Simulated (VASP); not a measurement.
Runs of VASP 6.6.1 on LiCl. The structure is that of space group Fm-3m (No. 225), or close to it. The cells are those of the table. 

| task | cell | cutoff (eV) | k mesh for the DOS | occupations for the DOS | gap on the mesh (eV) |
| --- | --- | --- | --- | --- | --- |
| single point | a = 3.642 Å, angles 60.0°, 2 atoms | 520 | - | - | 6.27 |
| relaxation of cell and atoms | relaxed from a = 3.627 Å, angles 60.0°, 2 atoms | 600 | - | - | 6.29 |
| single point | a = 3.759 Å, angles 60.0°, 2 atoms | 520 | - | - | 5.77 |
| single point | a = 3.490 Å, angles 60.0°, 2 atoms | 520 | - | - | (a) |
| single point | a = 3.678 Å, angles 60.0°, 2 atoms | 520 | - | - | 6.11 |
| single point | a = 3.713 Å, angles 60.0°, 2 atoms | 520 | - | - | 5.96 |
| single point | a = 3.605 Å, angles 60.0°, 2 atoms | 520 | - | - | (c) |
| single point | a = 3.529 Å, angles 60.0°, 2 atoms | 520 | - | - | 6.84 |
| single point | a = 3.627 Å, angles 60.0°, 2 atoms | 520 | - | - | 6.34 |
| single point | a = 3.567 Å, angles 60.0°, 2 atoms | 520 | - | - | (b) |

Alike in all rows: level PBE; potentials or basis VASP PAW PBE potentials, release 64 (Li_sv, Cl); no spin polarisation; k mesh 8 × 8 × 8; smearing gaussian 0.02 eV.

**Question.** Fill in the values left out.

**Answer.** (a) 6.87; (b) 6.64; (c) 6.45.

A k mesh can miss the band edges.
